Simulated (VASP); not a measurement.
The system is AlN.

```
CELL_PARAMETERS angstrom
3.11300 0.00000 0.00000
-1.55650 2.69594 0.00000
0.00000 0.00000 4.98100
ATOMIC_POSITIONS crystal
Al 0.33333 0.66667 0.00000
Al 0.66667 0.33333 0.50000
N 0.33333 0.66667 0.38000
N 0.66667 0.33333 0.88000
```

| Item | Value |
| --- | --- |
| Program | VASP 6.6.1 |
| Task | relaxation of cell and atoms |
| Functional | LDA |
| Potentials or basis | VASP PAW LDA potentials, release 64 (Al, N) |
| Cutoff | 600 eV |
| k mesh | 9 × 9 × 6 |
| Occupations | gaussian, width 0.01 eV |
| Spin | no spin polarisation |

At the start: pressure -4.2 GPa; volume 10.45 Å³/atom.

Task: How do energy, volume and symmetry change on relaxing?

Result: Over 8 steps the energy falls by 3.2 meV/atom and the volume is 10.24 Å³/atom (-2.1 %); space group P6_3mc (No. 186, to 0.1 Å) before and after.

The path:
```csv
step,energy change (eV),largest force (eV/Å),pressure (GPa),volume (Å³)
1,0.0000,0.1194,-4.21,41.80
2,-0.0009,0.0854,4.30,40.16
3,-0.0124,0.0200,-0.04,40.96
4,-0.0124,0.0180,0.06,40.94
5,-0.0126,0.0112,0.08,40.93
6,-0.0126,0.0047,0.09,40.93
7,-0.0126,0.0053,-0.09,40.96
8,-0.0126,0.0003,0.00,40.94
```

Final structure:
```
CELL_PARAMETERS angstrom
3.09126 0.00000 0.00000
-1.54563 2.67711 0.00000
0.00000 0.00000 4.94765
ATOMIC_POSITIONS crystal
Al 0.33333 0.66667 0.99902
Al 0.66667 0.33333 0.49902
N 0.33333 0.66667 0.38098
N 0.66667 0.33333 0.88098
```
